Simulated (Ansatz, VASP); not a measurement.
## One calculation of Rh, two programs

File INCAR:

```
ALGO = Normal
EDIFF = 1E-6
ENCUT = 520
GGA = RE
ISIF = 2
ISMEAR = -1
LASPH = True
LCHARG = False
LREAL = False
LWAVE = False
NBANDS = 30
NELM = 60
PREC = Accurate
SIGMA = 0.1
```

KPOINTS

```
k-points
0
Gamma
  10 10 13
```

The input POSCAR:

```
Rh
1.0
    4.2387313150      0.0000000000      0.0000000000
   -2.1193656575      3.6708489986      0.0000000000
    0.0000000000      0.0000000000      2.6020574345
Rh
3
Direct
    1.0000000000      0.0000000000      0.0000000000
    0.3333333333      0.6666666667      0.5000000000
    0.6666666667      0.3333333333      0.5000000000
```

Input for Ansatz:

```yaml
crystal:
  lattice:
    - [4.238731315, 0.0, 0.0]
    - [-2.1193656575, 3.6708489986, 0.0]
    - [0.0, 0.0, 2.6020574345]
  atoms:
    - { symbol: Rh, position: [1.0, 0.0, 0.0] }
    - { symbol: Rh, position: [0.3333333333, 0.6666666667, 0.5] }
    - { symbol: Rh, position: [0.6666666667, 0.3333333333, 0.5] }
hamiltonian:
  xc: revpbe
  pseudopotentials:
    kind: paw
    azcp:
      Rh: "pseudopotentials/Rh.paw.azcp"
basis:
  ecutwfc: 420
  fft_grid_basis: typed
kpoints:
  mp_grid: { grid: [10, 10, 13], shift: [0, 0, 0] }
magnetization:
  spin_polarized: false
scf:
  occupations: { method: fermi_dirac, width: 0.1 }
  lower_state_search: "off"
output:
  stress: true
```

Alike in both runs: task single point; functional revPBE; k mesh 10 × 10 × 13; occupations fermi-dirac, width 0.1 eV; no spin polarisation.

```csv
,VASP,Ansatz
version,VASP 6.6.1,Ansatz 0.2.0
potentials or method,"VASP PAW PBE potentials, release 64 (Rh_pv), cutoff 520 eV","plane waves (420 eV) with PAW, scalar-relativistic"
valence electrons in the cell,45,51
```

|  | VASP | Ansatz | Ansatz less VASP |
| --- | --- | --- | --- |
| pressure (GPa) | 23.3 | 23.1 | -0.16 |
| traceless stress, the component that is largest in VASP (GPa) | -1.95 | -1.85 | +0.105 |

VASP's potentials were made for PBE, not for revPBE. With one functional, cell and mesh, what is left measures potentials, basis and numerics. VASP's potentials hold 45 valence electrons a cell and Ansatz's 51, so a difference there can come from the potentials and not from the codes.
